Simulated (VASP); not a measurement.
The system is NiMoIrPdW.

```
CELL_PARAMETERS angstrom
2.77081 0.00000 0.00000
-1.38540 2.39959 0.00000
0.00000 0.00000 22.01991
ATOMIC_POSITIONS crystal
Ni 0.33333 0.66667 0.85081
Ni 0.66667 0.33333 0.14919
Mo 0.66667 0.33333 0.76059
Mo 0.33333 0.66667 0.23941
Pd 0.33333 0.66667 0.05329
Pd 0.66667 0.33333 0.94671
Ir 0.33333 0.66667 0.65826
Ir 0.66667 0.33333 0.34174
W 0.33333 0.66667 0.44418
W 0.66667 0.33333 0.55582
```

```yaml
Program: VASP 6.6.1
Task: relaxation of cell and atoms
Functional: RPBE
Potentials_or_basis: VASP PAW PBE potentials, release 64 (Ni, Mo_sv, Pd, Ir, W_sv)
Cutoff: 600 eV
k_mesh: 11 × 11 × 2
Occupations: fermi-dirac, width 0.05 eV
Spin: collinear spin, ferromagnetic start
Starting_moments: "[1.0, 1.0, 1.0, 1.0, 0.0, 0.0, 0.6, 0.6, 0.0, 0.0] μB"
```

At the start: pressure 4.4 GPa; volume 14.64 Å³/atom.

Q: Where does the relaxation end?

A: Over 18 steps the energy falls by 4.0 meV/atom and the volume is 14.92 Å³/atom (+1.9 %); space group P-3m1 (No. 164, to 0.1 Å) before and after; moment 0.00 μB per cell.

The path:
| step | energy change (eV) | largest force (eV/Å) | pressure (GPa) | volume (Å³) |
| --- | --- | --- | --- | --- |
| 1 | 0.0000 | 0.1294 | 4.44 | 146.41 |
| 2 | 0.1368 | 0.1925 | -8.76 | 155.17 |
| 3 | -0.0365 | 0.1264 | -0.10 | 149.10 |
| 4 | -0.0365 | 0.1266 | -0.03 | 149.04 |
| 5 | -0.0381 | 0.0431 | 0.02 | 149.04 |
| 6 | -0.0381 | 0.0362 | 0.05 | 149.04 |
| 7 | -0.0384 | 0.0358 | -0.06 | 149.13 |
| 8 | -0.0388 | 0.0345 | -0.35 | 149.36 |
| 9 | -0.0390 | 0.0323 | -0.32 | 149.34 |
| 10 | -0.0393 | 0.0312 | -0.18 | 149.26 |
| 11 | -0.0395 | 0.0396 | 0.08 | 149.11 |
| 12 | -0.0395 | 0.0385 | 0.07 | 149.13 |
| 13 | -0.0395 | 0.0360 | 0.06 | 149.14 |
| 14 | -0.0397 | 0.0284 | 0.02 | 149.17 |
| 15 | -0.0397 | 0.0242 | -0.03 | 149.24 |
| 16 | -0.0397 | 0.0177 | -0.03 | 149.22 |
| 17 | -0.0398 | 0.0122 | -0.02 | 149.20 |
| 18 | -0.0398 | 0.0080 | 0.09 | 149.16 |

Final structure:
```
CELL_PARAMETERS angstrom
2.78922 -0.00001 0.00000
-1.39461 2.41553 0.00000
0.00001 -0.00001 22.13936
ATOMIC_POSITIONS crystal
Ni 0.33333 0.66667 0.85012
Ni 0.66667 0.33333 0.14988
Mo 0.66667 0.33333 0.75946
Mo 0.33333 0.66667 0.24054
Pd 0.33333 0.66667 0.05354
Pd 0.66667 0.33333 0.94646
Ir 0.33334 0.66667 0.65758
Ir 0.66666 0.33333 0.34242
W 0.33333 0.66667 0.44420
W 0.66667 0.33333 0.55580
```

Caveat: the PAW data sets were made with another functional, which shifts forces and pressure a little.
